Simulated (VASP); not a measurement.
# Mg3Te2O (P6/mmm) in VASP: a series of runs

Runs on Mg3Te2O. Level: PBE. Tasks: single point, relaxation of cell and atoms.

Program: VASP 6.6.1. These are calculated values, not measurements. Logs are shortened: lines on timing, memory, paths and dates and some standing lists are left out, and cuts for length are marked.

## 1. The cell of the first run

Symmetry: P6/mmm, No. 191, hexagonal system. The conventional cell has a = 7.176 Å, b = 7.176 Å, c = 3.966 Å, α = 90.00°, β = 90.00°, γ = 120.00°. Mg (site symmetry mmm) has 4 Te at 2.87 Å and 4 Mg at 3.59 Å within 3.8 Å. Te (site symmetry -6m2) has 6 Mg at 2.87 Å within 3.8 Å. Within 5.2 Å of O (site symmetry 6/mmm) lie 2 O at 3.97 Å and 12 Mg at 4.10 Å and 6 Te at 4.14 Å.

The cell was built from a structure type or drawn by symmetry, and may not be a known phase.

## 2. Single point, PBE

Contents of INCAR:

```
PREC = Accurate
ENCUT = 520
EDIFF = 1E-6
ISMEAR = 0
SIGMA = 0.1
LREAL = F
LASPH = T
NELM = 100
ALGO = Normal
ISIF = 2
LWAVE = F
LCHARG = F
GGA = PE
NBANDS = 21
```

Contents of KPOINTS:

```
regular mesh
0
Gamma
  6 6 10
```

Contents of POSCAR:

```
Mg3Te2O
1.0
    7.1756934109      0.0000000000      0.0000000000
   -3.5878467055      6.2143327836      0.0000000000
    0.0000000000      0.0000000000      3.9656329293
Mg Te O
3 2 1
Direct
    0.5000000000      0.0000000000      0.5000000000
    0.5000000000      0.5000000000      0.5000000000
    0.0000000000      0.5000000000      0.5000000000
    0.3333333333      0.6666666667      0.0000000000
    0.6666666667      0.3333333333      0.0000000000
    0.0000000000      0.0000000000      0.0000000000
```

Potentials or basis: VASP PAW PBE potentials, release 64 (Mg, Te, O).

The run is started by

```
cat potpaw_PBE.64/Mg/POTCAR potpaw_PBE.64/Te/POTCAR potpaw_PBE.64/O/POTCAR > POTCAR
mpirun -np 1 vasp_std > vasp.out
```

OUTCAR:

```text
PREC = Accurate
   ENCUT = 520
   EDIFF = 1E-6
   ISMEAR = 0
   LREAL = F
   LASPH = T
   NELM = 100
   ISIF = 2
   GGA = PE

 ion  position               nearest neighbor table
   1  0.500  0.000  0.500-   4 2.87   5 2.87   4 2.87   5 2.87   3 3.59   3 3.59   2 3.59   2 3.59

   2  0.500  0.500  0.500-   4 2.87   5 2.87   4 2.87   5 2.87   3 3.59   3 3.59   1 3.59   1 3.59

   3  0.000  0.500  0.500-   4 2.87   5 2.87   4 2.87   5 2.87   1 3.59   1 3.59   2 3.59   2 3.59

   4  0.333  0.667  0.000-   3 2.87   3 2.87   1 2.87   1 2.87   2 2.87   2 2.87
   5  0.667  0.333  0.000-   3 2.87   3 2.87   1 2.87   1 2.87   2 2.87   2 2.87
   6  0.000  0.000  0.000-

  LATTYP: Found a hexagonal cell.
 ALAT       =     7.1756934109
 C/A-ratio  =     0.5526480442

  Lattice vectors:

 A1 = (   7.1756934109,   0.0000000000,   0.0000000000)
 A2 = (  -3.5878467055,   6.2143327836,   0.0000000000)
 A3 = (   0.0000000000,   0.0000000000,   3.9656329293)

Analysis of symmetry for initial positions (statically):
=====================================================================
 Subroutine PRICEL returns:
 Original cell was already a primitive cell.

 Routine SETGRP: Setting up the symmetry group for a
 hexagonal supercell.

 Subroutine GETGRP returns: Found 24 space group operations
 (whereof 24 operations were pure point group operations)
 out of a pool of 24 trial point group operations.

The static configuration has the point symmetry D_6h.

Analysis of symmetry for dynamics (positions and initial velocities):
=====================================================================
 Subroutine PRICEL returns:
 Original cell was already a primitive cell.

 Routine SETGRP: Setting up the symmetry group for a
 hexagonal supercell.

 Subroutine GETGRP returns: Found 24 space group operations
 (whereof 24 operations were pure point group operations)
 out of a pool of 24 trial point group operations.

The dynamic configuration has the point symmetry D_6h.

 Subroutine INISYM returns: Found 24 space group operations
 (whereof 24 operations are pure point group operations),
 and found     1 'primitive' translations

----------------------------------------------------------------------------------------

                                     Primitive cell

  volume of cell :     176.8361

  direct lattice vectors                    reciprocal lattice vectors
     7.175693411  0.000000000  0.000000000     0.139359354  0.080459161  0.000000000
    -3.587846706  6.214332784  0.000000000     0.000000000  0.160918321  0.000000000
     0.000000000  0.000000000  3.965632929     0.000000000  0.000000000  0.252166556

  length of vectors
     7.175693411  7.175693411  3.965632929     0.160918321  0.160918321  0.252166556

  position of ions in fractional coordinates (direct lattice)
     0.500000000  0.000000000  0.500000000
     0.500000000  0.500000000  0.500000000
     1.000000000  0.500000000  0.500000000
     0.333333333  0.666666667  0.000000000
     0.666666667  0.333333333  0.000000000
     0.000000000  0.000000000  0.000000000

  ion indices of the primitive-cell ions
   primitive index   ion index
                 1           1
                 2           2
                 3           3
                 4           4
                 5           5
                 6           6

----------------------------------------------------------------------------------------

 KPOINTS: regular mesh

Automatic generation of k-mesh.
 Grid dimensions read from file:
 generate k-points for:    6    6   10

 Generating k-lattice:

  Cartesian coordinates                     Fractional coordinates (reciprocal lattice)
     0.023226559  0.013409860  0.000000000     0.166666667 -0.000000000  0.000000000
     0.000000000  0.026819720  0.000000000     0.000000000  0.166666667  0.000000000
     0.000000000  0.000000000  0.025216656     0.000000000  0.000000000  0.100000000

  Length of vectors
     0.026819720  0.026819720  0.025216656

  Shift w.r.t. Gamma in fractional coordinates (k-lattice)
     0.000000000  0.000000000  0.000000000

 Subroutine IBZKPT returns following result:
 ===========================================

 Found     42 irreducible k-points:

 Following reciprocal coordinates:
            Coordinates               Weight
  0.000000  0.000000  0.000000      1.000000
  0.166667  0.000000  0.000000      6.000000
  0.333333  0.000000  0.000000      6.000000
  0.500000 -0.000000  0.000000      3.000000
  0.166667  0.166667  0.000000      6.000000
  0.333333  0.166667  0.000000     12.000000
[... 16 lines left out ...]
  0.166667  0.000000  0.300000     12.000000
  0.333333  0.000000  0.300000     12.000000
 [... further k-points ...]
   k-points           NKPTS =     42   k-points in BZ     NKDIM =     42   number of bands    NBANDS=     21
   number of dos      NEDOS =    301   number of ions     NIONS =      6
   total plane-waves  NPLWV =  87480
   dimension x,y,z NGX =    54 NGY =   54 NGZ =   30
   dimension x,y,z NGXF=   108 NGYF=  108 NGZF=   60
   ions per type =               3   2   1
   NGX,Y,Z   is equivalent  to a cutoff of  12.51, 12.51, 12.58 a.u.
   NGXF,Y,Z  is equivalent  to a cutoff of  25.02, 25.02, 25.15 a.u.
 SYSTEM =  unknown system
   PREC   = accura    normal or accurate (medium, high low for compatibility)
   ISTART =      0    job   : 0-new  1-cont  2-samecut
   ICHARG =      2    charge: 1-file 2-atom 10-const
   ISPIN  =      1    spin polarized calculation?
   LNONCOLLINEAR =      F non collinear calculations
   LSORBIT =      F    spin-orbit coupling
   LASPH  =      T    aspherical Exc in radial PAW
   ENCUT  =  520.0 eV  38.22 Ry    6.18 a.u.  13.34 13.34  7.37*2*pi/ulx,y,z
   NELM   =    100;   NELMIN=  2; NELMDL= -5     # of ELM steps
   EDIFF  = 0.1E-05   stopping-criterion for ELM
   LREAL  =      F    real-space projection
   EDIFFG = 0.1E-04   stopping-criterion for IOM
   NSW    =      0    number of steps for IOM
   IBRION =     -1    ionic relax: 0-MD 1-quasi-New 2-CG
   NFREE  =      0    steps in history (QN), initial steepest desc. (CG)
   ISIF   =      2    stress and relaxation
   ISYM   =      2    0-nonsym 1-usesym 2-fastsym
   POTIM  = 0.5000    time-step for ionic-motion
   TEBEG  =    0.0;   TEEND  =   0.0 temperature during run
   PSTRESS=    0.0 pullay stress
   NELECT =      24.0000    total number of electrons
   NUPDOWN=      -1.0000    fix difference up-down
   EMIN   =  10.00;   EMAX   =-10.00  energy-range for DOS
   EFERMI =   0.00;   METHOD = LEGACY
   ISMEAR =     0;   SIGMA  =   0.10  broadening in eV -4-tet -1-fermi 0-gaus
   EFERMI_NEDOS =   21; number of points for ismear=-14 and -15
   IALGO  =     38    algorithm
   IMIX   =      4    mixing-type and parameters
     AMIX     =   0.40;   BMIX     =  1.00
     AMIX_MAG =   1.60;   BMIX_MAG =  1.00
  volume/ion in A,a.u.               =      29.47       198.89
  Fermi-wavevector in a.u.,A,eV,Ry     =   0.841308  1.589841  9.630189  0.707799
  Thomas-Fermi vector in A             =   1.955831
   LORBIT       =      0    0 simple, 1 ext, 2 COOP (PROOUT), +10 PAW based schemes
   GGA     = PE    functional components
   LHFCALC =     F    Hartree Fock is set to
   AEXX    =    0.0000 exact exchange contribution
   IVDW    =     0    specifies the selected vdW correction
   LEPSILON=     F    determine dielectric tensor
   LRPA    =     F    only Hartree local field effects (RPA)
 non-spin polarized calculation
 Gauss-broadening in eV      SIGMA  =   0.10
  energy-cutoff  :      520.00
  volume of cell :      176.84
 maximum number of plane-waves:      4785
 NGX is ok and might be reduce to    54
   NGX = 27   NGY = 27   NGZ = 15

 number of electron      23.9999998 magnetization

 Free energy of the ion-electron system (eV)
  ---------------------------------------------------
  ext. energy  EPLUGINS =         0.00000000
  ---------------------------------------------------
  free energy    TOTEN  =       -15.47911667 eV

  energy without entropy =      -15.42527747  energy(sigma->0) =      -15.45219707

 E-fermi :   2.6086     XC(G=0):  -7.8474

 val. band max:        2.6064150242   @ k =   0.1667   0.0000   0.4000
 cond. band min:       2.6093863606   @ k =   0.1667   0.0000   0.1000
 fundamental gap:      0.0029713364
 Fermi energy:         2.6085875574

 k-point     1 :       0.0000    0.0000    0.0000
  band No.  band energies     occupation
      1     -12.0724      2.00000
      2      -9.9413      2.00000
      3      -9.2375      2.00000
      4      -2.4914      2.00000
      5      -2.4914      2.00000
      6      -0.5437      2.00000
[... 13 lines left out ...]
     20       7.4633      0.00000
     21       7.4633      0.00000

 k-point     2 :       0.1667    0.0000    0.0000
  band No.  band energies     occupation
      1     -12.0718      2.00000
      2      -9.9066      2.00000
      3      -9.2868      2.00000
      4      -2.5355      2.00000
      5      -2.4035      2.00000
      6      -0.6034      2.00000
[... 13 lines left out ...]
     20       7.4289      0.00000
     21       7.5104      0.00000

 k-point     3 :       0.3333    0.0000    0.0000
  band No.  band energies     occupation
      1     -12.0706      2.00000
      2      -9.8138      2.00000
      3      -9.4085      2.00000
      4      -2.6144      2.00000
      5      -2.1842      2.00000
      6      -0.8068      2.00000
[... 13 lines left out ...]
     20       7.2604      0.00000
     21       7.3658      0.00000
[... 457 lines left out ...]
 k-point    23 :       0.1667    0.0000    0.3000
  band No.  band energies     occupation
      1     -12.0518      2.00000
      2      -9.4474      2.00000
      3      -8.8931      2.00000
      4      -2.8708      2.00000
      5      -1.9829      2.00000
      6      -1.8878      2.00000
[... 13 lines left out ...]
     20       7.9593      0.00000
     21       8.3789      0.00000

 k-point    24 :       0.3333    0.0000    0.3000
  band No.  band energies     occupation
      1     -12.0510      2.00000
      2      -9.3631      2.00000
      3      -9.0004      2.00000
      4      -2.7399      2.00000
      5      -2.1730      2.00000
      6      -1.9628      2.00000
[... 13 lines left out ...]
     20       8.2375      0.00000
     21       8.3221      0.00000

 [... further k-points ...]

------------------------ aborting loop because EDIFF is reached ----------------------------------------

  FORCE on cell =-STRESS in cart. coord.  units (eV):
  Direction    XX          YY          ZZ          XY          YZ          ZX
  --------------------------------------------------------------------------------------
  -------------------------------------------------------------------------------------
  Total       -0.0507477     -0.0507477     -0.0051234      0.0000000      0.0000000      0.0000000
  in kB       -0.4597865     -0.4597865     -0.0464191      0.0000000      0.0000000      0.0000000
  external PRESSURE =      -0.3219974 kB  Pullay stress =       0.0000000 kB

 VOLUME and BASIS-vectors are now :
 -----------------------------------------------------------------------------
  energy-cutoff  :      520.00
  volume of cell :      176.84
      direct lattice vectors                 reciprocal lattice vectors
     7.175693411  0.000000000  0.000000000     0.139359354  0.080459161  0.000000000
    -3.587846706  6.214332784  0.000000000     0.000000000  0.160918321  0.000000000
     0.000000000  0.000000000  3.965632929     0.000000000  0.000000000  0.252166556

 POSITION                                       TOTAL-FORCE (eV/Angst)
 -----------------------------------------------------------------------------------
      3.58785      0.00000      1.98282        -0.000000      0.000000      0.000000
      1.79392      3.10717      1.98282        -0.000000      0.000000      0.000000
     -1.79392      3.10717      1.98282        -0.000000      0.000000      0.000000
     -0.00000      4.14289      0.00000        -0.000000      0.000000      0.000000
      3.58785      2.07144      0.00000         0.000000     -0.000000      0.000000
      0.00000      0.00000      0.00000        -0.000000      0.000000      0.000000
 -----------------------------------------------------------------------------------
    total drift:                                0.000000      0.000000     -0.000000

  FREE ENERGIE OF THE ION-ELECTRON SYSTEM (eV)
  ---------------------------------------------------
  free  energy   TOTEN  =       -15.4791166709 eV

  energy  without entropy=      -15.4252774701  energy(sigma->0) =      -15.45219707
```

It took 4.2 min on 1 thread of Intel Xeon Platinum 8259CL at 2.50GHz (Skylake/Cascade Lake), shared host; peak memory 0.38 GiB.

Results:

```
Free energy            : -15.4791 eV
Pressure               : 0.0 GPa
Band gap on the k mesh : zero (bands 12 and 13 overlap by 0.18 eV)
```

Levels at points of the mesh, in eV from the Fermi level:
```
           k point  band 8  band 9  band 10  band 11  band 12  band 13  band 14  band 15  band 16  band 17
(0.00, 0.00, 0.00)   -2.48   -1.86    -0.20    -0.14    -0.14     0.07     2.47     2.60     3.22     3.22
(0.50, 0.00, 0.00)   -2.29   -2.09    -0.30    -0.26     0.06     0.95     1.34     1.65     2.43     3.65
(0.00, 0.00, 0.50)   -2.17   -2.17    -0.52    -0.45    -0.45     0.02     0.02     1.31     1.31     3.45
(0.50, 0.00, 0.50)   -2.57   -1.82    -0.89    -0.73    -0.07    -0.05     0.33     1.39     2.55     3.84
```

Caveat: semilocal functionals underestimate gaps, so a narrow gap can read as zero; spin-orbit coupling is left out, which moves the levels of the heavy elements.

## 3. Relaxation of cell and atoms, PBE

Contents of INCAR:

```
SYSTEM = Mg3Te2O
ALGO = Normal
EDIFF = 1E-6
EDIFFG = -0.01
ENCUT = 600
GGA = PE
IBRION = 2
ISIF = 3
ISMEAR = 0
LASPH = .True.
LCHARG = .False.
LREAL = .False.
LWAVE = .False.
NELM = 100
NSW = 100
PREC = Accurate
SIGMA = 0.1
```

Contents of KPOINTS:

```
k-points
0
Gamma
  6 6 10
  0 0 0
```

POSCAR: that of step 2 with these lines changed.

```diff
@@ -2,5 +2,5 @@
 1.0
-    7.1756934109      0.0000000000      0.0000000000
-   -3.5878467055      6.2143327836      0.0000000000
-    0.0000000000      0.0000000000      3.9656329293
+    7.1801796174      0.0000000000      0.0000000000
+   -3.5900898087      6.2182179524      0.0000000000
+    0.0000000000      0.0000000000      3.9682481147
 Mg Te O
```

Potentials or basis: VASP PAW PBE potentials, release 64 (Mg, Te, O).

The run is started by

```
cat potpaw_PBE.64/Mg/POTCAR potpaw_PBE.64/Te/POTCAR potpaw_PBE.64/O/POTCAR > POTCAR
mpirun -np 1 vasp_std > vasp.out
```

Run time: 6.8 min. Hardware: 1 thread of Intel Xeon Platinum 8259CL at 2.50GHz (Skylake/Cascade Lake), shared host; peak memory 0.46 GiB.

The run converged. Its results:

* Free energy: -15.4800 eV
* Relaxed volume: 29.45 Å³/atom
* Relaxed cell: a = 7.174 Å, b = 7.174 Å, c = 3.964 Å, α = 90.00°, β = 90.00°, γ = 120.00°
* Space group after relaxing (to 0.1 Å): P6/mmm (No. 191)
* Energy gained by relaxing: 0.0 meV/atom
* Ionic steps: 3
* Pressure after relaxing: 0.0 GPa
* Band gap on the k mesh: zero (bands 12 and 13 overlap by 0.18 eV)

The path:
```tsv
step	energy change (eV)	largest force (eV/Å)	pressure (GPa)	volume (Å³)
1	0.0000	0.0000	-0.14	177.17
2	-0.0002	0.0000	0.00	176.53
3	-0.0002	0.0000	0.00	176.68
```

Final structure:
```
Mg Te O
1.0
     7.17384    0.00000    0.00000
    -3.58692    6.21272    0.00000
     0.00000    0.00000    3.96425
Mg Te O
3 2 1
Direct
  0.50000 0.00000 0.50000
  0.50000 0.50000 0.50000
  0.00000 0.50000 0.50000
  0.33333 0.66667 0.00000
  0.66667 0.33333 0.00000
  0.00000 0.00000 0.00000
```

Levels at points of the mesh, in eV from the Fermi level:
| k point | band 9 | band 10 | band 11 | band 12 | band 13 | band 14 | band 15 | band 16 |
| --- | --- | --- | --- | --- | --- | --- | --- | --- |
| (0.00, 0.00, 0.00) | -1.86 | -0.19 | -0.14 | -0.14 | 0.07 | 2.47 | 2.60 | 3.22 |
| (0.50, 0.00, 0.00) | -2.09 | -0.30 | -0.26 | 0.06 | 0.95 | 1.35 | 1.65 | 2.43 |
| (0.00, 0.00, 0.50) | -2.17 | -0.52 | -0.45 | -0.45 | 0.02 | 0.02 | 1.31 | 1.31 |
| (0.50, 0.00, 0.50) | -1.82 | -0.89 | -0.73 | -0.07 | -0.05 | 0.33 | 1.39 | 2.55 |

Caveat: semilocal functionals underestimate gaps, so a narrow gap can read as zero; spin-orbit coupling is left out, which moves the levels of the heavy elements.
